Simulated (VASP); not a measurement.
Wanted: the native input for a VASP 6.6.1 run.

```yaml
Task: relaxation of cell and atoms
Functional: PBE
Potentials_or_basis: VASP PAW PBE potentials, release 64 (Zn, B)
Cutoff: 600 eV
k_mesh: 12 × 12 × 6
Occupations: gaussian, width 0.1 eV
Spin: no spin polarisation
Dipole_correction: no
Further_INCAR_settings: ALGO = Normal; EDIFF = 1e-06; IBRION = 2; EDIFFG = -0.01; NSW = 100; ISIF = 3
```

The structure of Zn2B3 lies in POSCAR:

```
Zn2B3
1.0
    2.9380994538      0.0000000000      0.0000000000
   -1.4690497269      2.5444687658      0.0000000000
    0.0000000000      0.0000000000      7.1145192311
Zn B
2 3
Direct
    0.3333333333      0.6666666667      0.2168377517
    0.6666666667      0.3333333333      0.7831622483
    0.0000000000      0.0000000000      0.0000000000
    0.3333333333      0.6666666667      0.5137180192
    0.6666666667      0.3333333333      0.4862819808
```

The input as run:

INCAR

```
  PREC = Accurate
  ENCUT = 600
  EDIFF = 1E-6
  ISMEAR = 0
  SIGMA = 0.1
  LREAL = False
  LASPH = True
  NELM = 60
  ALGO = Normal
  ISIF = 3
  LWAVE = False
  LCHARG = False
  GGA = PE
  IBRION = 2
  NSW = 100
  EDIFFG = -0.01
```

KPOINTS

```
Automatic mesh
0
Gamma
  12 12 6
```

Potentials or basis: VASP PAW PBE potentials, release 64 (Zn, B).

Launch:

```bash
$ cat potpaw_PBE.64/Zn/POTCAR potpaw_PBE.64/B/POTCAR > POTCAR
$ mpirun -np 1 vasp_std > vasp.out
```

It gave:

```json
{
 "Relaxed volume": "10.68 Å³/atom",
 "Relaxed cell": "a = 2.948 Å, b = 2.948 Å, c = 7.093 Å, α = 90.00°, β = 90.00°, γ = 120.00°",
 "Space group after relaxing (to 0.1 Å)": "P-3m1 (No. 164)",
 "Energy gained by relaxing": "1.7 meV/atom",
 "Ionic steps": "7",
 "Pressure after relaxing": "0.0 GPa",
 "Largest force after relaxing": "0.007 eV/Å",
 "Band gap on the k mesh": "zero (an odd number of electrons rules out a gap without spin polarisation)"
}
```

Wall time 3.5 min on 1 thread of Intel(R) Xeon(R) 6975P-C (Granite Rapids) (shared host), peak memory 0.26 GiB.
